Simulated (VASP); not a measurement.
# RbCu3 (I4/mmm) in VASP: single point with PBE

Aim: the single point of RbCu3 with PBE.

Everything below comes from runs of VASP 6.6.1. Logs are shortened: lines on timing, memory, paths and dates and some standing lists are left out, and cuts for length are marked.

## (1) The cell of the first run

The structure is tetragonal, space group I4/mmm (No. 139). The conventional cell has a = 4.186 Å, b = 4.186 Å, c = 9.023 Å, α = 90.00°, β = 90.00°, γ = 90.00°. Rb (site symmetry 4/mmm) has 12 Cu at 2.96 to 3.08 Å within 3.9 Å. Within 3.9 Å of Cu (site symmetry 4/mmm) lie 4 Rb at 2.96 Å and 8 Cu at 3.08 Å. Within 3.9 Å of Cu (site symmetry -4m2) lie 8 Cu at 2.96 to 3.08 Å and 4 Rb at 3.08 Å.

## (2) Single point, PBE

File INCAR:

```
SYSTEM = RbCu3
PREC = Accurate ; ENCUT = 520
EDIFF = 1E-6 ; ISMEAR = 0
SIGMA = 0.1 ; LREAL = .FALSE.
LASPH = .TRUE. ; NELM = 100
ALGO = Fast ; ISIF = 2
LWAVE = .FALSE. ; LCHARG = .FALSE.
GGA = PE ; NBANDS = 29
```

File KPOINTS:

```
regular mesh
0
G
  16 16 16
  0 0 0
```

File POSCAR:

```
RbCu3
1.0
   -2.0929959090      2.0929959090      4.5114478485
    2.0929959090     -2.0929959090      4.5114478485
    2.0929959090      2.0929959090     -4.5114478485
Rb Cu
1 3
Direct
    0.0000000000      0.0000000000      0.0000000000
    0.5000000000      0.5000000000      0.0000000000
    0.2500000000      0.7500000000      0.5000000000
    0.7500000000      0.2500000000      0.5000000000
```

Potentials or basis: VASP PAW PBE potentials, release 64 (Rb_sv, Cu).

The run is started by

```bash
$ cat potpaw_PBE.64/Rb_sv/POTCAR potpaw_PBE.64/Cu/POTCAR > POTCAR
$ mpirun -np 1 vasp_std > vasp.out
```

OUTCAR:

```text
SYSTEM = RbCu3
   PREC = Accurate
   ENCUT = 520
   EDIFF = 1E-6
   ISMEAR = 0
   LREAL = .FALSE.
   LASPH = .TRUE.
   NELM = 100
   ISIF = 2
   GGA = PE

 ion  position               nearest neighbor table
   1  0.000  0.000  0.000-   2 2.96   2 2.96   2 2.96   2 2.96   4 3.08   3 3.08   4 3.08   3 3.08
                             4 3.08   4 3.08   3 3.08   3 3.08
   2  0.500  0.500  0.000-   1 2.96   1 2.96   1 2.96   1 2.96
   3  0.250  0.750  0.500-   1 3.08   1 3.08   1 3.08   1 3.08
   4  0.750  0.250  0.500-   1 3.08   1 3.08   1 3.08   1 3.08

  LATTYP: Found a body centered tetragonal cell.
 ALAT       =     4.1859918180
 C/A-ratio  =     2.1554976907

  Lattice vectors:

 A1 = (  -2.0929959090,   2.0929959090,   4.5114478485)
 A2 = (   2.0929959090,  -2.0929959090,   4.5114478485)
 A3 = (   2.0929959090,   2.0929959090,  -4.5114478485)

Analysis of symmetry for initial positions (statically):
=====================================================================
 Subroutine PRICEL returns:
 Original cell was already a primitive cell.

 Routine SETGRP: Setting up the symmetry group for a
 body centered tetragonal supercell.

 Subroutine GETGRP returns: Found 16 space group operations
 (whereof 16 operations were pure point group operations)
 out of a pool of 16 trial point group operations.

The static configuration has the point symmetry D_4h.

Analysis of symmetry for dynamics (positions and initial velocities):
=====================================================================
 Subroutine PRICEL returns:
 Original cell was already a primitive cell.

 Routine SETGRP: Setting up the symmetry group for a
 body centered tetragonal supercell.

 Subroutine GETGRP returns: Found 16 space group operations
 (whereof 16 operations were pure point group operations)
 out of a pool of 16 trial point group operations.

The dynamic configuration has the point symmetry D_4h.

 Subroutine INISYM returns: Found 16 space group operations
 (whereof 16 operations are pure point group operations),
 and found     1 'primitive' translations

----------------------------------------------------------------------------------------

                                     Primitive cell

  volume of cell :      79.0520

  direct lattice vectors                    reciprocal lattice vectors
    -2.092995909  2.092995909  4.511447848     0.000000000  0.238892010  0.110829165
     2.092995909 -2.092995909  4.511447848     0.238892010  0.000000000  0.110829165
     2.092995909  2.092995909 -4.511447848     0.238892010  0.238892010  0.000000000

  length of vectors
[... 76 lines left out ...]
 SYSTEM =  RbCu3
   PREC   = accura    normal or accurate (medium, high low for compatibility)
   ISTART =      0    job   : 0-new  1-cont  2-samecut
   ICHARG =      2    charge: 1-file 2-atom 10-const
   ISPIN  =      1    spin polarized calculation?
   LNONCOLLINEAR =      F non collinear calculations
   LSORBIT =      F    spin-orbit coupling
   LASPH  =      T    aspherical Exc in radial PAW
   ENCUT  =  520.0 eV  38.22 Ry    6.18 a.u.  10.03 10.03 10.03*2*pi/ulx,y,z
   NELM   =    100;   NELMIN=  2; NELMDL= -5     # of ELM steps
   EDIFF  = 0.1E-05   stopping-criterion for ELM
   LREAL  =      F    real-space projection
[... 7 lines left out ...]
   TEBEG  =    0.0;   TEEND  =   0.0 temperature during run
   PSTRESS=    0.0 pullay stress
   NELECT =      42.0000    total number of electrons
   NUPDOWN=      -1.0000    fix difference up-down
   EMIN   =  10.00;   EMAX   =-10.00  energy-range for DOS
   EFERMI =   0.00;   METHOD = LEGACY
   ISMEAR =     0;   SIGMA  =   0.10  broadening in eV -4-tet -1-fermi 0-gaus
   EFERMI_NEDOS =   21; number of points for ismear=-14 and -15
   IALGO  =     68    algorithm
   IMIX   =      4    mixing-type and parameters
     AMIX     =   0.40;   BMIX     =  1.00
     AMIX_MAG =   1.60;   BMIX_MAG =  1.00
  volume/ion in A,a.u.               =      19.76       133.37
  Fermi-wavevector in a.u.,A,eV,Ry     =   1.325929  2.505643 23.920246  1.758088
  Thomas-Fermi vector in A             =   2.455354
   LORBIT       =      0    0 simple, 1 ext, 2 COOP (PROOUT), +10 PAW based schemes
   GGA     = PE    functional components
   LHFCALC =     F    Hartree Fock is set to
   AEXX    =    0.0000 exact exchange contribution
   IVDW    =     0    specifies the selected vdW correction
   LEPSILON=     F    determine dielectric tensor
   LRPA    =     F    only Hartree local field effects (RPA)
 non-spin polarized calculation
 RMM-DIIS sequential band-by-band and
 Gauss-broadening in eV      SIGMA  =   0.10
  energy-cutoff  :      520.00
  volume of cell :       79.05
 maximum number of plane-waves:      2160
   NGX = 21   NGY = 21   NGZ = 21

 number of electron      41.9999972 magnetization

 Free energy of the ion-electron system (eV)
  ---------------------------------------------------
  ext. energy  EPLUGINS =         0.00000000
  ---------------------------------------------------
  free energy    TOTEN  =        -8.59481547 eV

  energy without entropy =       -8.58996739  energy(sigma->0) =       -8.59239143

 E-fermi :   3.7054     XC(G=0): -10.2180

 val. band max:        3.7031382829   @ k =  -0.2500  -0.4375   0.1250
 cond. band min:       3.7056020299   @ k =  -0.1875   0.3125   0.1875
 fundamental gap:      0.0024637470
 Fermi energy:         3.7054122907

 k-point     1 :       0.0000    0.0000    0.0000
  band No.  band energies     occupation
      1     -23.1633      2.00000
      2      -7.4809      2.00000
      3      -7.3845      2.00000
      4      -7.3845      2.00000
      5      -2.0365      2.00000
      6       0.6004      2.00000
[... 757 lines left out ...]
     28      10.1624      0.00000
     29      12.1527      0.00000

 [... further k-points ...]
[... 5 lines left out ...]
  --------------------------------------------------------------------------------------
  -------------------------------------------------------------------------------------
  Total        0.1163567      0.1163567      0.1030186      0.0000000     -0.0000000      0.0000000
  in kB        2.3582479      2.3582479      2.0879175      0.0000000     -0.0000000      0.0000000
  external PRESSURE =       2.2681378 kB  Pullay stress =       0.0000000 kB

 VOLUME and BASIS-vectors are now :
 -----------------------------------------------------------------------------
  energy-cutoff  :      520.00
  volume of cell :       79.05
      direct lattice vectors                 reciprocal lattice vectors
    -2.092995909  2.092995909  4.511447848     0.000000000  0.238892010  0.110829165
     2.092995909 -2.092995909  4.511447848     0.238892010  0.000000000  0.110829165
     2.092995909  2.092995909 -4.511447848     0.238892010  0.238892010  0.000000000

 POSITION                                       TOTAL-FORCE (eV/Angst)
 -----------------------------------------------------------------------------------
      0.00000      0.00000      0.00000         0.000000     -0.000000      0.000000
      0.00000      0.00000      4.51145         0.000000     -0.000000      0.000000
      2.09300      0.00000      2.25572         0.000000     -0.000000      0.000000
      0.00000      2.09300      2.25572        -0.000000      0.000000     -0.000000
 -----------------------------------------------------------------------------------
    total drift:                               -0.000000     -0.000000      0.000000

  FREE ENERGIE OF THE ION-ELECTRON SYSTEM (eV)
  ---------------------------------------------------
  free  energy   TOTEN  =        -8.5948154747 eV

  energy  without entropy=       -8.5899673909  energy(sigma->0) =       -8.59239143
```

Wall time 11 min (1 thread of Intel Xeon 6975P-C (Granite Rapids), shared host); peak memory 0.77 GiB.

Results:

| Quantity | Value |
| --- | --- |
| Free energy | -8.5948 eV |
| Pressure | 0.2 GPa |
| Band gap on the k mesh | zero (bands 21 and 22 overlap by 2.56 eV) |

Levels at points of the mesh, in eV from the Fermi level:
```
           k point  band 19  band 20  band 21  band 22  band 23  band 24
(0.00, 0.00, 0.00)    -1.84    -1.62     1.58     2.06     2.77     2.77
(0.50, 0.00, 0.00)    -2.02    -1.89    -1.44     0.65     1.86     3.01
(0.50, 0.50, 0.00)    -1.84    -1.66     0.16     0.28     0.58     2.52
(0.50, 0.50, 0.50)    -1.91    -1.84    -1.62     2.31     3.05     3.05
```
